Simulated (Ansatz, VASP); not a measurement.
# Two plane-wave programs on Sb

INCAR

```
SYSTEM = Sb
PREC     = Accurate       ! precision mode
ENCUT    = 520            ! plane-wave cutoff, eV
EDIFF    = 1E-6           ! SCF threshold, eV
ISMEAR   = -1             ! smearing method
SIGMA    = 0.05           ! smearing width, eV
LREAL    = .False.        ! projectors in reciprocal space
LASPH    = .True.         ! aspherical terms in the spheres
NELM     = 60             ! most SCF steps
ALGO     = Normal         ! electronic algorithm
ISIF     = 2              ! what is computed and relaxed
LWAVE    = .False.        ! write WAVECAR
LCHARG   = .False.        ! write CHGCAR
NBANDS   = 12             ! bands
```

KPOINTS

```
regular mesh
0
Gamma
  9 6 6
  0 0 0
```

Contents of POSCAR:

```
Sb
1.0
    3.0802022053      0.0000000000      0.0000000000
    0.0000000000      4.2887605540      0.0000000000
   -0.0383890571      0.0000000000      4.3463061600
Sb
2
Direct
    0.0113890000      0.2500000000      0.2411660000
    0.9886110000      0.7500000000      0.7588340000
```

File input.yaml:

```yaml
crystal:
  lattice:
    - [3.0802022053, 0.0, 0.0]
    - [0.0, 4.288760554, 0.0]
    - [-0.0383890571, 0.0, 4.34630616]
  atoms:
    - { symbol: Sb, position: [0.011389, 0.25, 0.241166] }
    - { symbol: Sb, position: [0.988611, 0.75, 0.758834] }
hamiltonian:
  xc: lda
  pseudopotentials: { kind: paw }
kpoints:
  mp_grid: { grid: [9, 6, 6] }
scf:
  occupations: { method: fermi_dirac, width: 0.05 }
output:
  forces: true
  stress: true
  eigenvalues: true
  write_density: true
  write_potential: true
  elf: true
  volumetric_format: npy
```

Alike in both runs: task single point; functional LDA; k mesh 9 × 6 × 6; occupations fermi-dirac, width 0.05 eV; no spin polarisation.

```csv
,VASP,Ansatz
version,VASP 6.6.1,Ansatz 0.2.0
potentials or method,"VASP PAW LDA potentials, release 64 (Sb)",Ansatz PAW
plane-wave cutoff (eV),520,420
valence electrons in the cell,10,30
```

|  | VASP | Ansatz | Ansatz less VASP |
| --- | --- | --- | --- |
| gap on the k mesh at the Fermi level (eV) | none | none | - |
| pressure (GPa) | -1.0 | -1.2 | -0.20 |
| traceless stress, the component that is largest in VASP (GPa) | -0.24 | -0.26 | -0.023 |
| rms of the force components (eV/Å) | 0.055 | 0.046 | -0.0089 |

LDA's correlation is that of Perdew and Zunger in VASP and of Perdew and Wang (1992) in Ansatz. Atom by atom the forces differ by 0.010 eV/Å (rms over components). A gap of «none» marks a metal or a gap that the smearing closes. VASP's potentials hold 10 valence electrons a cell and Ansatz's 30, so a difference there can come from the potentials and not from the codes.

Spin-orbit coupling is off throughout.
